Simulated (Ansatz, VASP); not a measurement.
## Re: VASP beside Ansatz

Contents of INCAR:

```
ALGO = Fast
EDIFF = 1E-7
ENCUT = 520
GGA = PE
ISIF = 2
ISMEAR = 0
LASPH = T
LCHARG = F
LREAL = F
LWAVE = F
NBANDS = 10
NELM = 80
PREC = Accurate
SIGMA = 0.15
```

Contents of KPOINTS:

```
k-points
0
Gamma
  22 22 22
```

POSCAR

```
Re
1.0
   -0.2084942704      1.8764484337      1.8764484337
    1.8764484337     -0.2084942704      1.8764484337
    1.8764484337      1.8764484337     -0.2084942704
Re
1
Direct
    0.0000000000      0.0000000000      0.0000000000
```

Input for Ansatz:

```yaml
crystal:
  lattice:
    - [-0.2084942704, 1.8764484337, 1.8764484337]
    - [1.8764484337, -0.2084942704, 1.8764484337]
    - [1.8764484337, 1.8764484337, -0.2084942704]
  atoms:
    - { symbol: Re, position: [0.0, 0.0, 0.0] }
basis:
  ecutwfc: 420
kpoints:
  mp_grid: { grid: [22, 22, 22] }
hamiltonian:
  xc: pbe
scf:
  occupations: { method: gaussian, width: 0.15 }
output:
  forces: true
  stress: true
  eigenvalues: true
```

Alike in both runs: task single point; functional PBE; k mesh 22 × 22 × 22; occupations gaussian, width 0.15 eV; no spin polarisation.

```csv
,VASP,Ansatz
version,VASP 6.6.1,Ansatz 0.2.0
potentials or method,"VASP PAW PBE potentials, release 64 (Re), cutoff 520 eV","scalar-relativistic, plane waves, PAW"
valence electrons in the cell,7,15
```

Ansatz gave:

* gap on the k mesh at the Fermi level (eV): none
* pressure (GPa): -0.7
* traceless stress, the component that is largest in VASP (GPa): 13.84

Q: Which values does VASP return?

A: gap on the k mesh at the Fermi level (eV): none; pressure (GPa): -1.5; traceless stress, the component that is largest in VASP (GPa): 13.73.

A gap of «none» marks a metal or a gap that the smearing closes. With one functional, cell and mesh, what is left measures potentials, basis and numerics. VASP's potentials hold 7 valence electrons a cell and Ansatz's 15, so a difference there can come from the potentials and not from the codes.

Neither program's run includes spin-orbit coupling.
